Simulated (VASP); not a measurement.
A run of VASP 6.6.1 is set up as follows.

File POSCAR:

```
Au
1.0
    0.0000000000      1.9934577312      1.9934577312
    1.9934577312      0.0000000000      1.9934577312
    1.9934577312      1.9934577312      0.0000000000
Au
1
Direct
    0.0000000000      0.0000000000      0.0000000000
```

Contents of INCAR.step1:

```
PREC = Accurate
ENCUT = 520
EDIFF = 1E-5
ISMEAR = -1
SIGMA = 0.05
LREAL = F
LASPH = T
NELM = 60
ALGO = Normal
ISIF = 2
LWAVE = T
LCHARG = F
NBANDS = 12
GGA = PE
```

File INCAR.step2:

```
PREC = Accurate
ENCUT = 520
EDIFF = 1E-6
ISMEAR = -1
SIGMA = 0.05
LREAL = F
LASPH = T
NELM = 60
ALGO = Normal
ISIF = 2
LWAVE = F
LCHARG = F
GGA = PE
LHFCALC = T
AEXX = 0.25
PRECFOCK = Normal
NBANDS = 12
ISTART = 1
```

File KPOINTS:

```
Automatic mesh
0
Gamma
  6 6 6
```

Potentials or basis: VASP PAW PBE potentials, release 64 (Au).

The run is started by

```console
$ cat potpaw_PBE.64/Au/POTCAR > POTCAR
$ cp INCAR.step1 INCAR
$ mpirun -np 1 vasp_std > vasp.out
$ cp INCAR.step2 INCAR
$ mpirun -np 1 vasp_std > vasp.out
```

(1) What does it give for the pressure?

(2) Predict the band gap on the k mesh.

## Answers

(1) 22.9 GPa.

(2) zero (an odd number of electrons rules out a gap without spin polarisation).

Caveat: the k points lie up to 0.45 Å⁻¹ apart, too coarse for converged energies and pressures of a metal; the PAW data sets were made with another functional, which shifts forces and pressure a little; spin-orbit coupling is left out, which moves the levels of the heavy elements.
